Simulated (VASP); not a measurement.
Wanted: the native input for a VASP 6.6.1 run.

```yaml
Task: single point
Functional: LDA
Potentials_or_basis: VASP PAW LDA potentials, release 64 (La, Hg)
Cutoff: 520 eV
k_mesh: 8 × 8 × 9
Occupations: fermi-dirac, width 0.08 eV
Spin: no spin polarisation
Dipole_correction: no
Further_INCAR_settings: ALGO = Normal; EDIFF = 1e-06; NBANDS = 24
```

The structure of LaHg2 lies in POSCAR:

```
LaHg2
1.0
    4.8909900976      0.0000000000      0.0000000000
   -2.4454950489      4.2357216743      0.0000000000
    0.0000000000      0.0000000000      3.5908047802
La Hg
1 2
Direct
    0.0000000000      0.0000000000      0.0000000000
    0.3333333333      0.6666666667      0.5000000000
    0.6666666667      0.3333333333      0.5000000000
```

This cell differs from its parent crystal: volume scaled by 0.96.

The input as run:

INCAR

```
SYSTEM = LaHg2
PREC = Accurate
ENCUT = 520
EDIFF = 1E-6
ISMEAR = -1
SIGMA = 0.08
LREAL = .FALSE.
LASPH = .TRUE.
NELM = 80
ALGO = Normal
ISIF = 2
LWAVE = .FALSE.
LCHARG = .FALSE.
NBANDS = 24
```

KPOINTS

```
Automatic mesh
0
G
  8 8 9
  0 0 0
```

Potentials or basis: VASP PAW LDA potentials, release 64 (La, Hg).

Launch:

```sh
$ cat potpaw_LDA.64/La/POTCAR potpaw_LDA.64/Hg/POTCAR > POTCAR
$ mpirun -np 1 vasp_std > vasp.out
```

It gave:

- Pressure: 0.3 GPa

It took 60 s on 1 thread of Intel(R) Xeon(R) Platinum 8488C (Sapphire Rapids), with other jobs on the host, peak memory 0.22 GiB.
